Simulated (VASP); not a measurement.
# Al3Si2N3 (P1) in VASP: relaxation of cell and atoms with PBE

Aim: the relaxation of cell and atoms of Al3Si2N3 with PBE.

All numbers are computed with VASP 6.6.1; they aren't measurements. Logs are shortened: lines on timing, memory, paths and dates and some standing lists are left out, and cuts for length are marked.

## 1. The cell of the first run

The typed cell holds 8 atoms: a = 3.242 Å, b = 3.208 Å, c = 11.250 Å, α = 88.91°, β = 90.34°, γ = 118.75°.

## 2. Relaxation of cell and atoms, PBE

Input file INCAR:

```
SYSTEM = Al3Si2N3
PREC = Accurate
ENCUT = 600
EDIFF = 1E-6
ISMEAR = 0
SIGMA = 0.2
LREAL = .False.
LASPH = .True.
NELM = 80
ALGO = Normal
ISIF = 3
LWAVE = .False.
LCHARG = .False.
GGA = PE
IBRION = 2
NSW = 80
EDIFFG = -0.025
```

Input file KPOINTS:

```
regular mesh
0
Gamma
  6 6 2
  0 0 0
```

Input file POSCAR:

```
Al3Si2N3
1.0
    3.2421279300      0.0452761314     -0.0099328253
   -1.5818536850      2.7901459782      0.0309227615
   -0.0341310996      0.1029889075     11.2498054870
Al Si N
3 2 3
Direct
    0.3206736774      0.6297202907      0.5163920935
    0.3433960942      0.6685812016      0.9618687366
    0.6379857171      0.3416863329      0.7374325591
    0.3422134429      0.6592511634      0.1927373077
    0.6565676992      0.3240549089      0.2950408980
    0.6912650627      0.3598596246      0.4602449086
    0.6796144200      0.3443563813      0.9014901977
    0.3282838864      0.6724900967      0.6847932988
```

Potentials or basis: VASP PAW PBE potentials, release 64 (Al, Si, N).

Launch:

```bash
$ cat potpaw_PBE.64/Al/POTCAR potpaw_PBE.64/Si/POTCAR potpaw_PBE.64/N/POTCAR > POTCAR
$ mpirun -np 1 vasp_std > vasp.out
```

OUTCAR:

```text
SYSTEM = Al3Si2N3
   PREC = Accurate
   ENCUT = 600
   EDIFF = 1E-6
   ISMEAR = 0
   LREAL = .False.
   LASPH = .True.
   NELM = 80
   ISIF = 3
   GGA = PE
   IBRION = 2
   NSW = 80
   EDIFFG = -0.025

 ion  position               nearest neighbor table
   1  0.321  0.630  0.516-   8 1.90   6 1.90   6 1.90   6 2.14   3 2.98   5 3.08   5 3.13   5 3.14
                             3 3.15   3 3.22
   2  0.343  0.669  0.962-   7 1.96   7 2.01   7 2.01   4 2.60   3 3.08   3 3.13   3 3.23
   3  0.638  0.342  0.737-   7 1.85   8 1.87   8 1.98   8 2.05   1 2.98   2 3.08   2 3.13   1 3.15
                             1 3.22   2 3.23
   4  0.342  0.659  0.193-   5 2.12   5 2.21   5 2.26   2 2.60
   5  0.657  0.324  0.295-   6 1.86   4 2.12   4 2.21   4 2.26   1 3.08   1 3.13   1 3.14
   6  0.691  0.360  0.460-   5 1.86   1 1.90   1 1.90   1 2.14
   7  0.680  0.344  0.901-   3 1.85   2 1.96   2 2.01   2 2.01
   8  0.328  0.672  0.685-   3 1.87   1 1.90   3 1.98   3 2.05

  LATTYP: Found a triclinic cell.
 ALAT       =     5.5503854170
 B/A-ratio  =     0.5841863266
 C/A-ratio  =     2.0269454863
 COS(alpha) =     0.0059688698
 COS(beta)  =     0.0145243944
 COS(gamma) =     0.8621537836

  Lattice vectors:

 A1 = (  -4.8239816150,   2.7448698468,   0.0408555868)
 A2 = (  -3.2421279300,  -0.0452761314,   0.0099328253)
 A3 = (  -0.0341310996,   0.1029889075,  11.2498054870)

Analysis of symmetry for initial positions (statically):
=====================================================================
 Subroutine PRICEL returns:
 Original cell was already a primitive cell.

 Routine SETGRP: Setting up the symmetry group for a
 triclinic supercell.

 Subroutine GETGRP returns: Found  1 space group operations
 (whereof  1 operations were pure point group operations)
 out of a pool of  2 trial point group operations.

The static configuration has the point symmetry C_1 .

Analysis of symmetry for dynamics (positions and initial velocities):
=====================================================================
 Subroutine PRICEL returns:
 Original cell was already a primitive cell.

 Routine SETGRP: Setting up the symmetry group for a
 triclinic supercell.

 Subroutine GETGRP returns: Found  1 space group operations
 (whereof  1 operations were pure point group operations)
 out of a pool of  2 trial point group operations.

The dynamic configuration has the point symmetry C_1 .

 Subroutine INISYM returns: Found  1 space group operations
 (whereof  1 operations are pure point group operations),
 and found     1 'primitive' translations

----------------------------------------------------------------------------------------

                                     Primitive cell

  volume of cell :     102.5619

  direct lattice vectors                    reciprocal lattice vectors
     3.242127930  0.045276131 -0.009932825     0.306014462  0.173500066 -0.000659920
    -1.581853685  2.790145978  0.030922761    -0.004976222  0.355619201 -0.003270695
    -0.034131100  0.102988908 11.249805487     0.000283869 -0.000824315  0.088898833

  length of vectors
     3.242459268  3.207511789 11.250328668     0.351777713  0.355669055  0.088903108

  position of ions in fractional coordinates (direct lattice)
     0.320673677  0.629720291  0.516392094
     0.343396094  0.668581202  0.961868737
     0.637985717  0.341686333  0.737432559
     0.342213443  0.659251163  0.192737308
     0.656567699  0.324054909  0.295040898
     0.691265063  0.359859625  0.460244909
     0.679614420  0.344356381  0.901490198
     0.328283886  0.672490097  0.684793299

  ion indices of the primitive-cell ions
   primitive index   ion index
                 1           1
                 2           2
                 3           3
                 4           4
                 5           5
                 6           6
                 7           7
                 8           8

----------------------------------------------------------------------------------------

 KPOINTS: regular mesh

Automatic generation of k-mesh.
 Grid dimensions read from file:
 generate k-points for:    6    6    2

 Generating k-lattice:

  Cartesian coordinates                     Fractional coordinates (reciprocal lattice)
     0.051002410  0.028916678 -0.000109987     0.166666667 -0.000000000  0.000000000
    -0.000829370  0.059269867 -0.000545116     0.000000000  0.166666667  0.000000000
     0.000141934 -0.000412157  0.044449417     0.000000000 -0.000000000  0.500000000

  Length of vectors
     0.058629619  0.059278176  0.044451554

  Shift w.r.t. Gamma in fractional coordinates (k-lattice)
     0.000000000  0.000000000  0.000000000

 Subroutine IBZKPT returns following result:
 ===========================================

 Found     40 irreducible k-points:

 Following reciprocal coordinates:
            Coordinates               Weight
  0.000000  0.000000  0.000000      1.000000
  0.166667  0.000000 -0.000000      2.000000
  0.333333  0.000000 -0.000000      2.000000
  0.500000  0.000000 -0.000000      1.000000
  0.000000  0.166667 -0.000000      2.000000
  0.166667  0.166667 -0.000000      2.000000
[... 16 lines left out ...]
  0.333333  0.000000  0.500000      2.000000
  0.500000  0.000000  0.500000      1.000000
 [... further k-points ...]
   k-points           NKPTS =     40   k-points in BZ     NKDIM =     40   number of bands    NBANDS=     21
   number of dos      NEDOS =    301   number of ions     NIONS =      8
   total plane-waves  NPLWV =  70560
   dimension x,y,z NGX =    28 NGY =   28 NGZ =   90
   dimension x,y,z NGXF=    56 NGYF=   56 NGZF=  180
   ions per type =               3   2   3
   NGX,Y,Z   is equivalent  to a cutoff of  14.36, 14.51, 13.30 a.u.
   NGXF,Y,Z  is equivalent  to a cutoff of  28.71, 29.02, 26.60 a.u.
 SYSTEM =  Al3Si2N3
   PREC   = accura    normal or accurate (medium, high low for compatibility)
   ISTART =      0    job   : 0-new  1-cont  2-samecut
   ICHARG =      2    charge: 1-file 2-atom 10-const
   ISPIN  =      1    spin polarized calculation?
   LNONCOLLINEAR =      F non collinear calculations
   LSORBIT =      F    spin-orbit coupling
   LASPH  =      T    aspherical Exc in radial PAW
   ENCUT  =  600.0 eV  44.10 Ry    6.64 a.u.   6.48  6.41 22.47*2*pi/ulx,y,z
   NELM   =     80;   NELMIN=  2; NELMDL= -5     # of ELM steps
   EDIFF  = 0.1E-05   stopping-criterion for ELM
   LREAL  =      F    real-space projection
   EDIFFG = -.3E-01   stopping-criterion for IOM
   NSW    =     80    number of steps for IOM
   IBRION =      2    ionic relax: 0-MD 1-quasi-New 2-CG
   NFREE  =      1    steps in history (QN), initial steepest desc. (CG)
   ISIF   =      3    stress and relaxation
   ISYM   =      2    0-nonsym 1-usesym 2-fastsym
   POTIM  = 0.5000    time-step for ionic-motion
   TEBEG  =    0.0;   TEEND  =   0.0 temperature during run
   PSTRESS=    0.0 pullay stress
   NELECT =      32.0000    total number of electrons
   NUPDOWN=      -1.0000    fix difference up-down
   EMIN   =  10.00;   EMAX   =-10.00  energy-range for DOS
   EFERMI =   0.00;   METHOD = LEGACY
   ISMEAR =     0;   SIGMA  =   0.20  broadening in eV -4-tet -1-fermi 0-gaus
   EFERMI_NEDOS =   21; number of points for ismear=-14 and -15
   IALGO  =     38    algorithm
   IMIX   =      4    mixing-type and parameters
     AMIX     =   0.40;   BMIX     =  1.00
     AMIX_MAG =   1.60;   BMIX_MAG =  1.00
  volume/ion in A,a.u.               =      12.82        86.52
  Fermi-wavevector in a.u.,A,eV,Ry     =   1.110358  2.098272 16.774540  1.232894
  Thomas-Fermi vector in A             =   2.246908
   LORBIT       =      0    0 simple, 1 ext, 2 COOP (PROOUT), +10 PAW based schemes
   GGA     = PE    functional components
   LHFCALC =     F    Hartree Fock is set to
   AEXX    =    0.0000 exact exchange contribution
   IVDW    =     0    specifies the selected vdW correction
   LEPSILON=     F    determine dielectric tensor
   LRPA    =     F    only Hartree local field effects (RPA)
 conjugate gradient relaxation of ions
 non-spin polarized calculation
 Gauss-broadening in eV      SIGMA  =   0.20
  energy-cutoff  :      600.00
  volume of cell :      102.56
 maximum number of plane-waves:      3455
 NGX is ok and might be reduce to    28
   NGX = 13   NGY = 13   NGZ = 45

--------------------------------------- Ionic step        1  -------------------------------------------

 number of electron      32.0000000 magnetization

 Free energy of the ion-electron system (eV)
  ---------------------------------------------------
  ext. energy  EPLUGINS =         0.00000000
  ---------------------------------------------------
  free energy    TOTEN  =       -52.76754655 eV

  energy without entropy =      -52.73813474  energy(sigma->0) =      -52.75284064

------------------------ aborting loop because EDIFF is reached ----------------------------------------

  FORCE on cell =-STRESS in cart. coord.  units (eV):
  Direction    XX          YY          ZZ          XY          YZ          ZX
  --------------------------------------------------------------------------------------
  -------------------------------------------------------------------------------------
  Total        2.1775303      0.1151770     -1.2288648     -3.0376705     -0.9676495      1.8304287
  in kB       34.0164406      1.7992456    -19.1967971    -47.4531803    -15.1162037     28.5941693
  external PRESSURE =       5.5396297 kB  Pullay stress =       0.0000000 kB
[... 107 lines left out ...]
  FREE ENERGIE OF THE ION-ELECTRON SYSTEM (eV)
  ---------------------------------------------------
  free  energy   TOTEN  =       -53.0932530599 eV

  energy  without entropy=      -53.0570598667  energy(sigma->0) =      -53.07515646

[... ionic steps 4 to 13 ...]

--------------------------------------- Ionic step       14  -------------------------------------------

 number of electron      31.9999999 magnetization

------------------------ aborting loop because EDIFF is reached ----------------------------------------
[... 79 lines left out ...]
--------------------------------------- Ionic step       16  -------------------------------------------

 number of electron      31.9999999 magnetization

 Free energy of the ion-electron system (eV)
  ---------------------------------------------------
  ext. energy  EPLUGINS =         0.00000000
  ---------------------------------------------------
  free energy    TOTEN  =       -53.21838717 eV

  energy without entropy =      -53.17957313  energy(sigma->0) =      -53.19898015

 E-fermi :   9.0645     XC(G=0): -10.5279

 val. band max:        8.9879969954   @ k =   0.3333   0.3333  -0.0000
 cond. band min:       9.1211102166   @ k =   0.1667   0.0000  -0.0000
 fundamental gap:      0.1331132212
 Fermi energy:         9.0644500310

 k-point     1 :       0.0000    0.0000    0.0000
  band No.  band energies     occupation
      1      -9.7057      2.00000
      2      -8.7222      2.00000
      3      -7.7698      2.00000
      4      -4.2208      2.00000
      5      -0.5319      2.00000
      6       1.7562      2.00000
[... 565 lines left out ...]
     20      10.8756      0.00000
     21      11.8318      0.00000

 [... further k-points ...]
[... 5 lines left out ...]
  --------------------------------------------------------------------------------------
  -------------------------------------------------------------------------------------
  Total       -0.0091124      0.0199150      0.0207811      0.0218391      0.0193005     -0.0019781
  in kB       -0.1453471      0.3176544      0.3314694      0.3483458      0.3078540     -0.0315517
  external PRESSURE =       0.1679256 kB  Pullay stress =       0.0000000 kB
[... 23 lines left out ...]
  FREE ENERGIE OF THE ION-ELECTRON SYSTEM (eV)
  ---------------------------------------------------
  free  energy   TOTEN  =       -53.2183871715 eV

  energy  without entropy=      -53.1795731312  energy(sigma->0) =      -53.19898015

 reached required accuracy - stopping structural energy minimisation
```

It took 16 min on 1 thread of Intel Xeon Platinum 8259CL at 2.50GHz (Skylake/Cascade Lake), shared host; peak memory 0.3 GiB.

Results:

```
Free energy                            : -53.2184 eV
Relaxed volume                         : 12.56 Å³/atom
Relaxed cell                           : a = 3.222 Å, b = 3.221 Å, c = 11.175 Å, α = 90.13°, β = 89.96°, γ = 120.02°
Space group after relaxing (to 0.05 Å) : Cm (No. 8)
Energy gained by relaxing              : 56.4 meV/atom
Ionic steps                            : 16
Pressure after relaxing                : 0.0 GPa
Largest force after relaxing           : 0.022 eV/Å
Band gap on the k mesh                 : zero (band 16 reaches 10.54 eV, above the bottom of band 17 at 8.46 eV)
```

Forces on the atoms (eV/Å):
```
Al   0.010  0.011 -0.001
Al   0.006  0.004 -0.001
Al   0.003 -0.004  0.003
Si  -0.001  0.003 -0.001
Si  -0.008  0.005  0.020
N   -0.005 -0.007 -0.007
N   -0.010 -0.011 -0.007
N    0.006 -0.001 -0.007
```

Step by step:
| step | energy change (eV) | largest force (eV/Å) | pressure (GPa) | volume (Å³) |
| --- | --- | --- | --- | --- |
| 1 | 0.0000 | 2.0964 | 0.55 | 102.56 |
| 2 | -0.2707 | 1.5262 | -2.60 | 103.16 |
| 3 | -0.3257 | 1.0507 | -2.16 | 102.98 |
| 4 | -0.4254 | 0.3900 | 0.06 | 100.69 |
| 5 | -0.4257 | 0.3868 | 0.19 | 100.57 |
| 6 | -0.4396 | 0.1892 | -0.07 | 100.53 |
| 7 | -0.4397 | 0.1613 | -0.06 | 100.53 |
| 8 | -0.4452 | 0.1209 | 0.03 | 100.46 |
| 9 | -0.4465 | 0.1223 | 0.10 | 100.40 |
| 10 | -0.4486 | 0.0773 | -0.10 | 100.49 |
| 11 | -0.4486 | 0.0864 | -0.11 | 100.49 |
| 12 | -0.4500 | 0.0540 | 0.07 | 100.41 |
| 13 | -0.4501 | 0.0642 | 0.13 | 100.38 |
| 14 | -0.4507 | 0.0415 | -0.06 | 100.49 |
| 15 | -0.4507 | 0.0368 | -0.04 | 100.48 |
| 16 | -0.4508 | 0.0218 | 0.02 | 100.45 |

Final structure:
```yaml
crystal:
  lattice:
    - [3.22234, -0.00039, 0.00121]
    - [-1.61118, 2.78952, -0.00360]
    - [0.00370, -0.01296, 11.17545]
  atoms:
    - { symbol: Al, position: [0.33217, 0.66623, 0.51432] }
    - { symbol: Al, position: [0.33423, 0.67093, 0.96072] }
    - { symbol: Al, position: [0.66638, 0.33575, 0.73752] }
    - { symbol: Si, position: [0.33372, 0.66011, 0.18392] }
    - { symbol: Si, position: [0.66717, 0.32825, 0.29863] }
    - { symbol: N, position: [0.66582, 0.33283, 0.46338] }
    - { symbol: N, position: [0.66777, 0.33750, 0.90748] }
    - { symbol: N, position: [0.33275, 0.66839, 0.68403] }
```

Caveat: the k points lie up to 0.38 Å⁻¹ apart in the final cell.
